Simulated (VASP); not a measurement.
## C: single point with PBE

The system is C.

```xyz
4
Lattice="1.2774 -2.1541 0.0000 1.2774 2.1541 0.0000 0.0000 0.0000 8.7805" Properties=species:S:1:pos:R:3 pbc="T T T"
C     1.2774    1.7951    6.5880
C     1.2774   -0.3590    2.1924
C     1.2774   -1.7951    2.1924
C     1.2774    0.3590    6.5880
```

```
Program             : VASP 6.6.1
Task                : single point
Functional          : PBE
Potentials or basis : VASP PAW PBE potentials, release 64 (C)
Cutoff              : 520 eV
k mesh              : 21 × 21 × 6
Occupations         : gaussian, width 0.15 eV
Spin                : no spin polarisation
```

```yaml
Pressure: -12.1 GPa
Largest_force: 0.162 eV/Å
Band_gap_on_the_k_mesh: 0.18 eV
```

Forces on the atoms (eV/Å):
```
C    0.000  0.162  0.000
C    0.000  0.162  0.000
C    0.000 -0.162  0.000
C    0.000 -0.162  0.000
```

Stress tensor (GPa, compression positive):
```
-26.16   0.00   0.00
  0.00  -9.95   0.00
  0.00   0.00  -0.04
```

Levels at points of the mesh, in eV from the valence-band top:
| k point | band 4 | band 5 | band 6 | band 7 | band 8 | band 9 | band 10 | band 11 | band 12 | band 13 |
| --- | --- | --- | --- | --- | --- | --- | --- | --- | --- | --- |
| (0.00, 0.00, 0.00) | -6.85 | -2.98 | -2.98 | -2.90 | -2.90 | 3.35 | 6.40 | 7.73 | 7.73 | 8.19 |
| (0.00, 0.00, 0.50) | -7.06 | -2.98 | -2.98 | -2.90 | -2.90 | 4.51 | 4.52 | 7.73 | 7.73 | 8.19 |

Run time: 3.6 min on 1 thread of AMD EPYC 9R45 96-Core Processor (Zen 5), with other jobs on the host, peak memory 0.34 GiB.

Caveat: this functional lacks dispersion, which binds the layers, so the pressure and a relaxed spacing across them are unreliable. A k mesh can miss the band edges.
